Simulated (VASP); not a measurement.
# Ti (I4/mmm) in VASP: notebook

Ti is run at these levels: LDA; tasks: single point.

All numbers are computed with VASP 6.6.1; they aren't measurements. Logs are shortened: lines on timing, memory, paths and dates and some standing lists are left out, and cuts for length are marked.

**1. The cell of the first run**

The structure is tetragonal, space group I4/mmm (No. 139). Conventional cell: a = 3.134 Å, b = 3.134 Å, c = 3.282 Å, α = 90.00°, β = 90.00°, γ = 90.00°. Ti (site symmetry 4/mmm) has 14 Ti at 2.76 to 3.28 Å within 3.6 Å.

**2. Single point, LDA (strain -0.0450 x Voigt [1, 1, 0, 0, 0, 0])**

INCAR reads:

```
PREC = Accurate
ENCUT = 520
EDIFF = 1E-7
ISMEAR = 0
SIGMA = 0.15
LREAL = F
LASPH = T
NELM = 100
ALGO = Normal
ISIF = 2
LWAVE = F
LCHARG = F
GGA = CA
NBANDS = 12
```

KPOINTS reads:

```
regular mesh
0
Gamma
  20 20 20
```

POSCAR reads:

```
Ti
1.0
   -1.5671550000      1.5671550000      1.6410000000
    1.5671550000     -1.5671550000      1.6410000000
    1.5671550000      1.5671550000     -1.6410000000
Ti
1
Direct
    0.0000000000      0.0000000000      0.0000000000
```

Potentials or basis: VASP PAW LDA potentials, release 64 (Ti_sv).

Launch:

```console
$ cat potpaw_LDA.64/Ti_sv/POTCAR > POTCAR
$ mpirun -np 1 vasp_std > vasp.out
```

OUTCAR:

```text
PREC = Accurate
   ENCUT = 520
   EDIFF = 1E-7
   ISMEAR = 0
   LREAL = F
   LASPH = T
   NELM = 100
   ISIF = 2
   GGA = CA

 ion  position               nearest neighbor table
   1  0.000  0.000  0.000-

  LATTYP: Found a body centered tetragonal cell.
 ALAT       =     3.1343100000
 C/A-ratio  =     1.0471204188

  Lattice vectors:

 A1 = (  -1.5671550000,   1.5671550000,   1.6410000000)
 A2 = (   1.5671550000,  -1.5671550000,   1.6410000000)
 A3 = (   1.5671550000,   1.5671550000,  -1.6410000000)

Analysis of symmetry for initial positions (statically):
=====================================================================
 Subroutine PRICEL returns:
 Original cell was already a primitive cell.

 Routine SETGRP: Setting up the symmetry group for a
 body centered tetragonal supercell.

 Subroutine GETGRP returns: Found 16 space group operations
 (whereof 16 operations were pure point group operations)
 out of a pool of 16 trial point group operations.

The static configuration has the point symmetry D_4h.

Analysis of symmetry for dynamics (positions and initial velocities):
=====================================================================
 Subroutine PRICEL returns:
 Original cell was already a primitive cell.

 Routine SETGRP: Setting up the symmetry group for a
 body centered tetragonal supercell.

 Subroutine GETGRP returns: Found 16 space group operations
 (whereof 16 operations were pure point group operations)
 out of a pool of 16 trial point group operations.

The dynamic configuration has the point symmetry D_4h.

 Subroutine INISYM returns: Found 16 space group operations
 (whereof 16 operations are pure point group operations),
 and found     1 'primitive' translations

----------------------------------------------------------------------------------------

                                     Primitive cell

  volume of cell :      16.1210

  direct lattice vectors                    reciprocal lattice vectors
    -1.567155000  1.567155000  1.641000000     0.000000000  0.319049488  0.304692261
     1.567155000 -1.567155000  1.641000000     0.319049488  0.000000000  0.304692261
     1.567155000  1.567155000 -1.641000000     0.319049488  0.319049488  0.000000000

  length of vectors
     2.757685730  2.757685730  2.757685730     0.441168845  0.441168845  0.451204113

  position of ions in fractional coordinates (direct lattice)
     0.000000000  0.000000000  0.000000000

  ion indices of the primitive-cell ions
   primitive index   ion index
                 1           1

----------------------------------------------------------------------------------------

 KPOINTS: regular mesh

Automatic generation of k-mesh.
 Grid dimensions read from file:
 generate k-points for:   20   20   20

 Generating k-lattice:

  Cartesian coordinates                     Fractional coordinates (reciprocal lattice)
     0.000000000  0.015952474  0.015234613     0.050000000  0.000000000 -0.000000000
     0.015952474  0.000000000  0.015234613     0.000000000  0.050000000 -0.000000000
     0.015952474  0.015952474  0.000000000     0.000000000  0.000000000  0.050000000

  Length of vectors
     0.022058442  0.022058442  0.022560206

  Shift w.r.t. Gamma in fractional coordinates (k-lattice)
     0.000000000  0.000000000  0.000000000

 Subroutine IBZKPT returns following result:
 ===========================================

 Found    641 irreducible k-points:

 Following reciprocal coordinates:
            Coordinates               Weight
  0.000000  0.000000  0.000000      1.000000
  0.050000 -0.000000  0.000000      8.000000
  0.100000  0.000000 -0.000000      8.000000
  0.150000 -0.000000  0.000000      8.000000
  0.200000  0.000000 -0.000000      8.000000
  0.250000  0.000000 -0.000000      8.000000
[... 16 lines left out ...]
 -0.400000  0.050000  0.000000     16.000000
 -0.350000  0.050000 -0.000000     16.000000
 [... further k-points ...]
   k-points           NKPTS =    641   k-points in BZ     NKDIM =    641   number of bands    NBANDS=     12
   number of dos      NEDOS =    301   number of ions     NIONS =      1
   total plane-waves  NPLWV =  13824
   dimension x,y,z NGX =    24 NGY =   24 NGZ =   24
   dimension x,y,z NGXF=    48 NGYF=   48 NGZF=   48
   ions per type =               1
   NGX,Y,Z   is equivalent  to a cutoff of  14.47, 14.47, 14.47 a.u.
   NGXF,Y,Z  is equivalent  to a cutoff of  28.94, 28.94, 28.94 a.u.
 SYSTEM =  unknown system
   PREC   = accura    normal or accurate (medium, high low for compatibility)
   ISTART =      0    job   : 0-new  1-cont  2-samecut
   ICHARG =      2    charge: 1-file 2-atom 10-const
   ISPIN  =      1    spin polarized calculation?
   LNONCOLLINEAR =      F non collinear calculations
   LSORBIT =      F    spin-orbit coupling
   LASPH  =      T    aspherical Exc in radial PAW
   ENCUT  =  520.0 eV  38.22 Ry    6.18 a.u.   5.13  5.13  5.13*2*pi/ulx,y,z
   NELM   =    100;   NELMIN=  2; NELMDL= -5     # of ELM steps
   EDIFF  = 0.1E-06   stopping-criterion for ELM
   LREAL  =      F    real-space projection
   EDIFFG = 0.1E-05   stopping-criterion for IOM
   NSW    =      0    number of steps for IOM
   IBRION =     -1    ionic relax: 0-MD 1-quasi-New 2-CG
   NFREE  =      0    steps in history (QN), initial steepest desc. (CG)
   ISIF   =      2    stress and relaxation
   ISYM   =      2    0-nonsym 1-usesym 2-fastsym
   POTIM  = 0.5000    time-step for ionic-motion
   TEBEG  =    0.0;   TEEND  =   0.0 temperature during run
   PSTRESS=    0.0 pullay stress
   NELECT =      12.0000    total number of electrons
   NUPDOWN=      -1.0000    fix difference up-down
   EMIN   =  10.00;   EMAX   =-10.00  energy-range for DOS
   EFERMI =   0.00;   METHOD = LEGACY
   ISMEAR =     0;   SIGMA  =   0.15  broadening in eV -4-tet -1-fermi 0-gaus
   EFERMI_NEDOS =   21; number of points for ismear=-14 and -15
   IALGO  =     38    algorithm
   IMIX   =      4    mixing-type and parameters
     AMIX     =   0.40;   BMIX     =  1.00
     AMIX_MAG =   1.60;   BMIX_MAG =  1.00
  volume/ion in A,a.u.               =      16.12       108.79
  Fermi-wavevector in a.u.,A,eV,Ry     =   1.483671  2.803733 29.950248  2.201281
  Thomas-Fermi vector in A             =   2.597304
   LORBIT       =      0    0 simple, 1 ext, 2 COOP (PROOUT), +10 PAW based schemes
   GGA     = CA    functional components
   LHFCALC =     F    Hartree Fock is set to
   AEXX    =    0.0000 exact exchange contribution
   IVDW    =     0    specifies the selected vdW correction
   LEPSILON=     F    determine dielectric tensor
   LRPA    =     F    only Hartree local field effects (RPA)
 non-spin polarized calculation
 Gauss-broadening in eV      SIGMA  =   0.15
  energy-cutoff  :      520.00
  volume of cell :       16.12
 maximum number of plane-waves:       450
 NGX is ok and might be reduce to    24
   NGX = 11   NGY = 11   NGZ = 11

 number of electron      12.0000000 magnetization

 Free energy of the ion-electron system (eV)
  ---------------------------------------------------
  ext. energy  EPLUGINS =         0.00000000
  ---------------------------------------------------
  free energy    TOTEN  =        -8.47192490 eV

  energy without entropy =       -8.44854175  energy(sigma->0) =       -8.46023333

 E-fermi :   8.6473     XC(G=0): -12.1407

 val. band max:        8.6466506314   @ k =   0.3500   0.3500   0.0500
 cond. band min:       8.6472605030   @ k =   0.5000   0.2500  -0.0000
 fundamental gap:      0.0006098716
 Fermi energy:         8.6472536543

 k-point     1 :       0.0000    0.0000    0.0000
  band No.  band energies     occupation
      1     -47.0589      2.00000
      2     -23.1826      2.00000
      3     -23.1826      2.00000
      4     -23.1809      2.00000
      5       2.6229      2.00000
      6       9.5480      0.00000
      7       9.5480      0.00000
      8       9.8930      0.00000
      9      11.3770      0.00000
     10      11.7809      0.00000
     11      26.1339      0.00000
     12      26.9634      0.00000

 k-point     2 :       0.0500   -0.0000    0.0000
  band No.  band energies     occupation
      1     -47.0544      2.00000
      2     -23.2045      2.00000
      3     -23.1891      2.00000
      4     -23.1817      2.00000
      5       2.7140      2.00000
      6       9.5394      0.00000
      7       9.5579      0.00000
      8       9.9098      0.00000
      9      11.3404      0.00000
     10      11.7639      0.00000
     11      26.1266      0.00000
     12      26.8814      0.00000

 k-point     3 :       0.1000    0.0000   -0.0000
  band No.  band energies     occupation
      1     -47.0415      2.00000
      2     -23.2701      2.00000
      3     -23.2079      2.00000
      4     -23.1818      2.00000
      5       2.9816      2.00000
      6       9.5007      0.00000
      7       9.5130      0.00000
      8      10.0377      0.00000
      9      11.2441      0.00000
     10      11.7319      0.00000
     11      25.9950      0.00000
     12      26.6453      0.00000
[... 286 lines left out ...]
 k-point    23 :      -0.4000    0.0500    0.0000
  band No.  band energies     occupation
      1     -46.8994      2.00000
      2     -23.9405      2.00000
      3     -23.4101      2.00000
      4     -23.1927      2.00000
      5       5.8575      2.00000
      6       8.4591      1.92392
      7       9.1581      0.00000
      8      11.3043      0.00000
      9      11.9731      0.00000
     10      12.6898      0.00000
     11      19.8443      0.00000
     12      23.4507      0.00000

 k-point    24 :      -0.3500    0.0500   -0.0000
  band No.  band energies     occupation
      1     -46.9226      2.00000
      2     -23.8354      2.00000
      3     -23.3760      2.00000
      4     -23.1927      2.00000
      5       5.5004      2.00000
      6       8.6229      1.18174
      7       8.9314      0.00738
      8      11.2176      0.00000
      9      11.9001      0.00000
     10      12.1570      0.00000
     11      21.1245      0.00000
     12      24.0371      0.00000

 [... further k-points ...]

------------------------ aborting loop because EDIFF is reached ----------------------------------------

  FORCE on cell =-STRESS in cart. coord.  units (eV):
  Direction    XX          YY          ZZ          XY          YZ          ZX
  --------------------------------------------------------------------------------------
  -------------------------------------------------------------------------------------
  Total       -0.2134870     -0.2134870     -0.1592757      0.0000000      0.0000000     -0.0000000
  in kB      -21.2172676    -21.2172676    -15.8295180      0.0000000      0.0000000     -0.0000000
  external PRESSURE =     -19.4213510 kB  Pullay stress =       0.0000000 kB

 VOLUME and BASIS-vectors are now :
 -----------------------------------------------------------------------------
  energy-cutoff  :      520.00
  volume of cell :       16.12
      direct lattice vectors                 reciprocal lattice vectors
    -1.567155000  1.567155000  1.641000000     0.000000000  0.319049488  0.304692261
     1.567155000 -1.567155000  1.641000000     0.319049488  0.000000000  0.304692261
     1.567155000  1.567155000 -1.641000000     0.319049488  0.319049488  0.000000000

 POSITION                                       TOTAL-FORCE (eV/Angst)
 -----------------------------------------------------------------------------------
      0.00000      0.00000      0.00000         0.000000      0.000000     -0.000000
 -----------------------------------------------------------------------------------
    total drift:                                0.000000      0.000000     -0.000000

  FREE ENERGIE OF THE ION-ELECTRON SYSTEM (eV)
  ---------------------------------------------------
  free  energy   TOTEN  =        -8.4719249030 eV

  energy  without entropy=       -8.4485417493  energy(sigma->0) =       -8.46023333
```

It took 97 s on 1 thread of Intel Xeon Platinum 8259CL at 2.50GHz (Skylake/Cascade Lake), shared host; peak memory 0.23 GiB.

Results:

```yaml
Free_energy: -8.4719 eV
Pressure: -1.9 GPa
Band_gap_on_the_k_mesh: zero (band 6 reaches 9.65 eV, above the bottom of band 7 at 8.01 eV)
```

Caveat: the cell differs from its parent crystal (strain -0.0450 x Voigt [1, 1, 0, 0, 0, 0]).

**3. Single point, LDA (strain -0.0300 x Voigt [1, 1, 0, 0, 0, 0])**

INCAR reads:

```
PREC = Accurate ; ENCUT = 520
EDIFF = 1E-7 ; ISMEAR = 0
SIGMA = 0.15 ; LREAL = False
LASPH = True ; NELM = 100
ALGO = Normal ; ISIF = 2
LWAVE = False ; LCHARG = False
GGA = CA ; NBANDS = 12
```

KPOINTS reads:

```
Automatic mesh
0
Gamma
  20 20 20
```

POSCAR reads:

```
Ti
1.0
   -1.5917700000      1.5917700000      1.6410000000
    1.5917700000     -1.5917700000      1.6410000000
    1.5917700000      1.5917700000     -1.6410000000
Ti
1
Direct
    0.0000000000      0.0000000000      0.0000000000
```

Potentials or basis: VASP PAW LDA potentials, release 64 (Ti_sv).

Launch:

```console
$ cat potpaw_LDA.64/Ti_sv/POTCAR > POTCAR
$ mpirun -np 1 vasp_std > vasp.out
```

Wall time 1.7 min (1 thread of Intel Xeon Platinum 8259CL at 2.50GHz (Skylake/Cascade Lake), shared host); peak memory 0.23 GiB.

It converged, with:

```yaml
Free_energy: -8.4599 eV
Pressure: -5.3 GPa
Band_gap_on_the_k_mesh: zero (band 6 reaches 9.28 eV, above the bottom of band 7 at 7.65 eV)
```

Stress tensor (GPa, compression positive):
```
-5.47  0.00  0.00
 0.00 -5.47  0.00
 0.00  0.00 -4.99
```

Levels at points of the mesh, in eV from the Fermi level:
| k point | band 4 | band 5 | band 6 | band 7 | band 8 | band 9 |
| --- | --- | --- | --- | --- | --- | --- |
| (0.00, 0.00, 0.00) | -31.92 | -5.96 | 0.91 | 0.91 | 1.14 | 2.72 |
| (0.50, 0.00, 0.00) | -31.92 | -2.55 | -0.38 | 1.31 | 2.72 | 3.22 |
| (0.50, 0.50, 0.00) | -31.94 | -2.56 | -0.66 | 1.53 | 3.02 | 3.30 |
| (0.50, 0.50, 0.50) | -32.45 | -2.30 | -2.21 | 4.08 | 4.14 | 4.14 |

Caveat: the cell differs from its parent crystal (strain -0.0300 x Voigt [1, 1, 0, 0, 0, 0]).
